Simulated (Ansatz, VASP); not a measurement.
# Two plane-wave programs on InSb

```
CELL_PARAMETERS angstrom
0.00000 3.37790 3.37790
3.37790 0.00000 3.37790
3.37790 3.37790 0.00000
ATOMIC_POSITIONS crystal
In 0.00000 0.00000 0.00000
Sb 0.25000 0.25000 0.25000
```

Change from the starting cell: hydrostatic strain +3.0%.

Alike in both runs: task single point; functional r2SCAN; k mesh 6 × 6 × 6; occupations fermi-dirac, width 0.02 eV; non-collinear spin, spin-orbit coupling.

```csv
,VASP,Ansatz
version,VASP 6.6.1,Ansatz 0.2.0
potentials or method,"VASP PAW PBE potentials, release 64 (In_d, Sb)","plane waves, PAW"
plane-wave cutoff (eV),520,500
valence electrons in the cell,18,28
```

|  | VASP | Ansatz | Ansatz less VASP |
| --- | --- | --- | --- |
| pressure (GPa) | -3.1 | -3.1 | -0.01 |

VASP's potentials were made for PBE, not for r2SCAN. VASP's potentials hold 18 valence electrons a cell and Ansatz's 28, so a difference there can come from the potentials and not from the codes.
